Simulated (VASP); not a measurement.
A run of VASP 6.6.1 is set up as follows.

The input INCAR:

```
PREC = Accurate ; ENCUT = 520
EDIFF = 1E-8 ; ISMEAR = -1
SIGMA = 0.05 ; LREAL = F
LASPH = T ; NELM = 80
ALGO = Normal ; ISIF = 2
LWAVE = F ; LCHARG = F
GGA = CA ; LEFG = T
NBANDS = 36
```

KPOINTS

```
regular mesh
0
Gamma
  9 9 9
```

The input POSCAR:

```
NbRu3
1.0
    3.8024000000      0.0000000000      0.0000000000
    0.0000000000      3.8024000000      0.0000000000
    0.0000000000      0.0000000000      3.8800000000
Nb Ru
1 3
Direct
    0.0000000000      0.0000000000      0.0000000000
    0.0000000000      0.5000000000      0.5000000000
    0.5000000000      0.0000000000      0.5000000000
    0.5000000000      0.5000000000      0.0000000000
```

Potentials or basis: VASP PAW LDA potentials, release 64 (Nb_sv, Ru_pv).

The run is started by

```console
$ cat potpaw_LDA.64/Nb_sv/POTCAR potpaw_LDA.64/Ru_pv/POTCAR > POTCAR
$ mpirun -np 1 vasp_std > vasp.out
```

Task: What does it give for the pressure?

Result: 0.6 GPa.

Task: Estimate the band gap on the k mesh.

Result: Zero (an odd number of electrons rules out a gap without spin polarisation).

Electric field gradients, principal values (V/Å²):
| atom | least | middle | greatest (by size) |
| --- | --- | --- | --- |
| 1 Nb | 0.803 | 0.803 | -1.605 |
| 2 Ru | 2.912 | 12.325 | -15.237 |
| 3 Ru | 2.912 | 12.325 | -15.237 |
| 4 Ru | 14.008 | 14.008 | -28.016 |

Caveat: the cell differs from its parent crystal (equal xx and yy strain of -2 %); without QUAD_EFG the Cq values of the log hold for a quadrupole moment of 1 mb, not for the nuclei.
